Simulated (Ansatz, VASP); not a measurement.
## Two plane-wave programs on TePb

```xyz
2
Lattice="0.0000 3.2310 3.2310 3.2310 0.0000 3.2310 3.2310 3.2310 0.0000" Properties=species:S:1:pos:R:3 pbc="T T T"
Pb    0.0000    0.0000    0.0000
Te    3.2310    3.2310    3.2310
```

Alike in both runs: functional PBEsol; k mesh 6 × 6 × 6; occupations fermi-dirac, width 0.05 eV; no spin polarisation.

```csv
,VASP,Ansatz
version,VASP 6.6.1,Ansatz 0.2.0
potentials or method,"VASP PAW PBE potentials, release 64 (Pb_d, Te)",Ansatz PAW
plane-wave cutoff (eV),520,420
valence electrons in the cell,20,30
task,single point,band structure
```

|  | VASP | Ansatz | Ansatz less VASP |
| --- | --- | --- | --- |
| gap on the k mesh at the Fermi level (eV) | 0.67 | 0.66 | -0.004 |
| least direct gap on the mesh (eV) | 0.67 | 0.66 | -0.004 |
| pressure (GPa) | -0.4 | -0.4 | +0.02 |

VASP's potentials were made for PBE, not for PBEsol. VASP's potentials hold 20 valence electrons a cell and Ansatz's 30, so a difference there can come from the potentials and not from the codes.

Spin-orbit coupling is off throughout.
